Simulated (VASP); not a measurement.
The system is KBr.

```
K Br
1.0
    -2.58401   -4.53377    0.08166
     2.56572    1.44448    4.33784
    -7.77911    4.54942   -0.02606
K Br
2 2
Direct
  0.43048 0.80357 0.17770
  0.85256 0.71776 0.61246
  0.50766 0.03902 0.47801
  0.95557 0.93220 0.98058
```

| Item | Value |
| --- | --- |
| Program | VASP 6.6.1 |
| Task | relaxation of cell and atoms |
| Functional | PBE |
| Potentials or basis | VASP PAW PBE potentials, release 64 (K_sv, Br) |
| Cutoff | 600 eV |
| k mesh | 4 × 4 × 2 |
| Occupations | gaussian, width 0.1 eV |
| Spin | no spin polarisation |

At the start: pressure 1.7 GPa; volume 51.41 Å³/atom.

Task: How do energy, volume and symmetry change on relaxing?

Result: Over 20 steps the energy falls by 200.3 meV/atom and the volume is 51.62 Å³/atom (+0.4 %); space group P1 (No. 1, to 0.1 Å) before and after.

The path:
```
step  energy change (eV)  largest force (eV/Å)  pressure (GPa)  volume (Å³)
   1              0.0000                3.0520            1.74       205.65
   2             -0.5730                0.5717           -0.27       222.20
   3             -0.5775                0.5175           -0.34       223.28
   4             -0.5809                0.4534           -0.44       225.43
   5             -0.6240                0.3896           -0.34       221.01
   6             -0.6930                0.2973            0.12       208.01
   7             -0.6945                0.2912            0.24       205.44
   8             -0.7301                0.2461            0.15       205.75
   9             -0.7742                0.2574            0.03       206.29
  10             -0.7890                0.1272           -0.05       207.31
  11             -0.7891                0.1245           -0.05       207.34
  12             -0.7948                0.0847            0.00       205.96
  13             -0.7965                0.0633            0.07       204.63
  14             -0.7990                0.0306            0.00       206.03
  15             -0.7992                0.0329           -0.03       206.74
  16             -0.7992                0.0324           -0.03       206.64
  17             -0.7998                0.0294            0.01       206.00
  18             -0.7999                0.0317            0.03       205.52
  19             -0.8004                0.0281            0.03       205.77
  20             -0.8013                0.0194            0.00       206.49
```

Final structure:
```xyz
4
Lattice="-2.6070 -4.5785 -0.0240 2.6149 1.5465 4.2903 -7.8797 4.6438 0.0446" Properties=species:S:1:pos:R:3 pbc="T T T"
K    -0.0562   -0.0074    3.1485
K    -5.2116    0.0791    3.2802
Br   -5.1928    0.0618    0.0632
Br   -7.9007    1.5903    4.2364
```
